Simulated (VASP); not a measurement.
Here is a VASP 6.6.1 calculation.

The input INCAR:

```
SYSTEM = AlCo
ALGO = Normal ; EDIFF = 1E-6
EDIFFG = -0.005 ; ENCUT = 600
GGA = PE ; IBRION = 2
ISIF = 3 ; ISMEAR = -1
LASPH = .TRUE. ; LCHARG = .FALSE.
LREAL = .FALSE. ; LWAVE = .FALSE.
NELM = 80 ; NSW = 32
PREC = Accurate ; PSTRESS = 890.0
SIGMA = 0.08
```

File KPOINTS:

```
k-points
0
G
  13 13 13
  0 0 0
```

File POSCAR:

```
AlCo
1.0
    0.0000000000      2.2532049762      2.2532049762
    2.2532049762      0.0000000000      2.2532049762
    2.2532049762      2.2532049762      0.0000000000
Co Al
1 1
Direct
    0.0000000000      0.0000000000      0.0000000000
    0.2500000000      0.2500000000      0.2500000000
```

Potentials or basis: VASP PAW PBE potentials, release 64 (Co, Al).

Command:

```sh
$ cat potpaw_PBE.64/Co/POTCAR potpaw_PBE.64/Al/POTCAR > POTCAR
$ mpirun -np 1 vasp_std > vasp.out
```

Task: Predict the space group after relaxing (to 0.05 Å).

Result: F-43m (No. 216).

Task: What does it give for the relaxed cell?

Result: a = 3.188 Å, b = 3.188 Å, c = 3.188 Å, α = 60.00°, β = 60.00°, γ = 60.00°.

Final structure:
```yaml
crystal:
  lattice:
    - [0.00000, 2.25402, 2.25402]
    - [2.25402, 0.00000, 2.25402]
    - [2.25402, 2.25402, 0.00000]
  atoms:
    - { symbol: Co, position: [0.00000, 0.00000, 0.00000] }
    - { symbol: Al, position: [0.25000, 0.25000, 0.25000] }
```

 Spin polarisation is off, so any magnetic state and its effect on volume and gap are missing.
